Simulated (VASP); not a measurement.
# C2N (P6_3/mmc) in VASP: a series of runs, part 2 of 2

VASP 6.6.1. The steps go on from the part before.

## (4) Single point, PBE

This run uses another cell than the first one, of 13.50 Å³/atom.

Contents of INCAR:

```
PREC = Accurate
ENCUT = 520
EDIFF = 1E-6
ISMEAR = 0
SIGMA = 0.1
LREAL = False
LASPH = True
NELM = 80
ALGO = Normal
ISIF = 2
LWAVE = False
LCHARG = False
GGA = PE
NBANDS = 22
```

Contents of KPOINTS:

```
regular mesh
0
Gamma
  6 6 4
```

Contents of POSCAR:

```
C2N
1.0
    6.1227358329      0.0000000043      0.0000000000
   -3.0613679202      5.3024447698      0.0000000000
    0.0000000000      0.0000000000      2.4953105627
C N
4 2
Direct
    0.6666666667      0.3333333333      0.2500000000
    0.3333333333      0.6666666667      0.7500000000
    0.0000000000      0.0000000000      0.0000000000
    0.0000000000      0.0000000000      0.5000000000
    0.6666666667      0.3333333333      0.7500000000
    0.3333333333      0.6666666667      0.2500000000
```

Potentials or basis: VASP PAW PBE potentials, release 64 (C, N).

On the command line:

```console
$ cat potpaw_PBE.64/C/POTCAR potpaw_PBE.64/N/POTCAR > POTCAR
$ mpirun -np 1 vasp_std > vasp.out
```

OUTCAR:

```text
PREC = Accurate
   ENCUT = 520
   EDIFF = 1E-6
   ISMEAR = 0
   LREAL = False
   LASPH = True
   NELM = 80
   ISIF = 2
   GGA = PE

 ion  position               nearest neighbor table
   1  0.667  0.333  0.250-   5 1.25   5 1.25
   2  0.333  0.667  0.750-   6 1.25   6 1.25
   3  0.000  0.000  0.000-   4 1.25   4 1.25
   4  0.000  0.000  0.500-   3 1.25   3 1.25
   5  0.667  0.333  0.750-   1 1.25   1 1.25
   6  0.333  0.667  0.250-   2 1.25   2 1.25

  LATTYP: Found a hexagonal cell.
 ALAT       =     6.1227358329
 C/A-ratio  =     0.4075482972

  Lattice vectors:

 A1 = (   6.1227358329,   0.0000000043,   0.0000000000)
 A2 = (  -3.0613679202,   5.3024447698,   0.0000000000)
 A3 = (   0.0000000000,   0.0000000000,   2.4953105627)

Analysis of symmetry for initial positions (statically):
=====================================================================
 Subroutine PRICEL returns:
 Original cell was already a primitive cell.

 Routine SETGRP: Setting up the symmetry group for a
 hexagonal supercell.

[... 172 lines left out ...]

 E-fermi :   1.3640     XC(G=0):  -8.2737

 val. band max:        1.3526065118   @ k =   0.1667   0.0000   0.5000
 cond. band min:       1.3975709715   @ k =   0.0000   0.0000   0.5000
 fundamental gap:      0.0449644597
 Fermi energy:         1.3640355365

 k-point     1 :       0.0000    0.0000    0.0000
  band No.  band energies     occupation
      1     -19.9517      2.00000
      2     -19.8012      2.00000
      3     -15.2410      2.00000
      4     -11.4692      2.00000
      5     -11.4540      2.00000
      6      -7.9444      2.00000
[... 514 lines left out ...]
     21      12.1925      0.00000
     22      12.2079      0.00000

------------------------ aborting loop because EDIFF is reached ----------------------------------------

  FORCE on cell =-STRESS in cart. coord.  units (eV):
  Direction    XX          YY          ZZ          XY          YZ          ZX
  --------------------------------------------------------------------------------------
  -------------------------------------------------------------------------------------
  Total        0.1466960      0.1466960     -0.4176792     -0.0000000      0.0000000      0.0000000
  in kB        2.9012330      2.9012330     -8.2605164     -0.0000000      0.0000000      0.0000000
  external PRESSURE =      -0.8193501 kB  Pullay stress =       0.0000000 kB

 VOLUME and BASIS-vectors are now :
 -----------------------------------------------------------------------------
  energy-cutoff  :      520.00
  volume of cell :       81.01
      direct lattice vectors                 reciprocal lattice vectors
     6.122735833  0.000000004  0.000000000     0.163325681  0.094296126  0.000000000
    -3.061367920  5.302444770  0.000000000    -0.000000000  0.188592252  0.000000000
     0.000000000  0.000000000  2.495310563     0.000000000  0.000000000  0.400751720

 POSITION                                       TOTAL-FORCE (eV/Angst)
 -----------------------------------------------------------------------------------
      3.06137      1.76748      0.62383        -0.000000      0.000000      0.000000
     -0.00000      3.53496      1.87148         0.000000     -0.000000      0.000000
      0.00000      0.00000      0.00000         0.000000     -0.000000     -0.000000
      0.00000      0.00000      1.24766         0.000000     -0.000000     -0.000000
      3.06137      1.76748      1.87148        -0.000000      0.000000     -0.000000
     -0.00000      3.53496      0.62383         0.000000     -0.000000     -0.000000
 -----------------------------------------------------------------------------------
    total drift:                               -0.000000      0.000000     -0.000000

  FREE ENERGIE OF THE ION-ELECTRON SYSTEM (eV)
  ---------------------------------------------------
  free  energy   TOTEN  =       -47.7075849858 eV

  energy  without entropy=      -47.6700034344  energy(sigma->0) =      -47.68879421
```

stdout:

```text
POSCAR found type information on POSCAR C N
 POSCAR found :  2 types and       6 ions
 scaLAPACK will be used
 LDA part: xc-table for (Slater+PW92), standard interpolation
 POSCAR, INCAR and KPOINTS ok, starting setup
 FFT: planning ... GRIDC
 FFT: planning ... GRID_SOFT
 FFT: planning ... GRID
 WAVECAR not read
 entering main loop
```

Wall time 25 s (1 thread of AMD EPYC 9R45 (Zen 5), shared host); peak memory 0.17 GiB.

Results:

```
Free energy            : -47.7076 eV
Pressure               : -0.1 GPa
Band gap on the k mesh : zero (bands 13 and 14 overlap by 5.30 eV)
```

Levels at points of the mesh, in eV from the Fermi level:
```tsv
k point	band 8	band 9	band 10	band 11	band 12	band 13	band 14	band 15	band 16	band 17
(0.00, 0.00, 0.00)	-8.15	-7.70	-7.70	-5.65	-5.65	2.86	4.70	6.12	7.31	7.31
(0.50, 0.00, 0.00)	-8.02	-7.76	-7.54	-5.75	-5.63	3.99	4.20	6.15	6.85	6.93
(0.00, 0.00, 0.50)	-3.60	-3.60	-3.60	-1.18	-1.18	-1.18	-1.18	0.03	0.03	0.03
(0.50, 0.00, 0.50)	-3.63	-3.58	-3.58	-1.16	-1.16	-1.14	-1.14	-0.09	-0.09	0.06
```

Caveat: the k points lie up to 0.63 Å⁻¹ apart, too coarse for converged energies and pressures of a metal.

## (5) Overview

| cell | k mesh | gap on the mesh (eV) | pressure (GPa) |
| --- | --- | --- | --- |
| a = 6.188, b = 6.188, c = 2.497 Å, angles 90.0, 90.0, 120.0°, 6 atoms | 3 × 3 × 6 | none | 0.0 |
| a = 4.107, b = 4.107, c = 5.098 Å, angles 90.0, 90.0, 120.0°, 6 atoms | 6 × 6 × 4 | none | -30.9 |
| a = 6.123, b = 6.123, c = 2.495 Å, angles 90.0, 90.0, 120.0°, 6 atoms | 6 × 6 × 4 | none | -0.1 |

Alike in all rows: task single point; level PBE; potentials or basis VASP PAW PBE potentials, release 64 (C, N); no spin polarisation; cutoff (eV) 520; smearing gaussian 0.1 eV.

Caveats: some runs use coarse meshes; the cell stands under tension (at least some runs).

Absolute energies hang on the potentials; compare differences alone.

The gap in the log of VASP goes by the Fermi energy; the results here count the filled bands.